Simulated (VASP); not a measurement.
Wanted: the native input for a VASP 6.6.1 run.

- Task: single point
- Functional: PBE
- Potentials or basis: VASP PAW PBE potentials, release 64 (Bi_d)
- Cutoff: 520 eV
- k mesh: 12 × 12 × 12
- Occupations: fermi-dirac, width 0.1 eV
- Spin: no spin polarisation
- Dipole correction: no
- Further INCAR settings: ALGO = Normal; EDIFF = 1e-06; NBANDS = 14

The structure of Bi lies in POSCAR:

```
Bi
1.0
    0.0000000000      2.5812540292      2.5812540292
    2.5812540292      0.0000000000      2.5812540292
    2.5812540292      2.5812540292      0.0000000000
Bi
1
Direct
    0.0000000000      0.0000000000      0.0000000000
```

This cell differs from its parent crystal: volume scaled by 1.08.

These files were run (other wordings do the same):

INCAR

```
ALGO = Normal ; EDIFF = 1E-6
ENCUT = 520 ; GGA = PE
ISIF = 2 ; ISMEAR = -1
LASPH = True ; LCHARG = True
LELF = True ; LREAL = False
LVHAR = True ; LWAVE = False
NBANDS = 14 ; NELM = 80
PREC = Accurate ; SIGMA = 0.1
```

KPOINTS

```
k-points
0
Gamma
  12 12 12
```

Potentials or basis: VASP PAW PBE potentials, release 64 (Bi_d).

The run is started by

```console
$ cat potpaw_PBE.64/Bi_d/POTCAR > POTCAR
$ mpirun -np 1 vasp_std > vasp.out
```

It gave:

```yaml
Pressure: -3.5 GPa
```

Wall time 21 s on 1 thread of Intel(R) Xeon(R) Platinum 8488C (Sapphire Rapids), on a shared host, peak memory 0.17 GiB.
